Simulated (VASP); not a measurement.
Write the native input for VASP 6.6.1 that does the following.

| Property | Result |
| --- | --- |
| Task | single point |
| Functional | PBE |
| Potentials or basis | VASP PAW PBE potentials, release 64 (Ti_sv, N, C) |
| Cutoff | 520 eV |
| k mesh | 9 × 9 × 1 |
| Occupations | gaussian, width 0.1 eV |
| Spin | no spin polarisation |
| Dipole correction | yes |
| Further INCAR settings | ALGO = Normal; EDIFF = 1e-06; NBANDS = 36 |

The structure of Ti3CN3 lies in POSCAR:

```
Ti3CN3
1.0
    3.0028555063      0.0000000000      0.0000000000
    0.0000000000      3.0028555063      0.0000000000
    0.0000000000      0.0000000000     19.7584944394
Ti N C
3 3 1
Direct
    0.5000000000      0.5000000000      0.2024445745
    0.0000000000      0.0000000000      0.3072496205
    0.5000000000      0.5000000000      0.4076776406
    0.0000000000      0.0000000000      0.2024445745
    0.5000000000      0.5000000000      0.3055678855
    0.0000000000      0.0000000000      0.4179718482
    0.0000000000      0.0000000000      0.4836244074
```

These files were run (other wordings do the same):

INCAR

```
SYSTEM = Ti3CN3
  PREC = Accurate
  ENCUT = 520
  EDIFF = 1E-6
  ISMEAR = 0
  SIGMA = 0.1
  LREAL = .False.
  LASPH = .True.
  NELM = 60
  ALGO = Normal
  ISIF = 2
  LWAVE = .False.
  LCHARG = .False.
  LDIPOL = .True.
  IDIPOL = 3
  DIPOL = 0.5 0.5 0.332
  GGA = PE
  NBANDS = 36
```

KPOINTS

```
regular mesh
0
Gamma
  9 9 1
  0 0 0
```

Potentials or basis: VASP PAW PBE potentials, release 64 (Ti_sv, N, C).

The run is started by

```console
$ cat potpaw_PBE.64/Ti_sv/POTCAR potpaw_PBE.64/N/POTCAR potpaw_PBE.64/C/POTCAR > POTCAR
$ mpirun -np 1 vasp_std > vasp.out
```

Results of the run:

| Property | Result |
| --- | --- |
| Largest force | 1.686 eV/Å |

Wall time 87 s on 1 thread of Intel(R) Xeon(R) 6975P-C (Granite Rapids), on a shared host, peak memory 0.31 GiB.
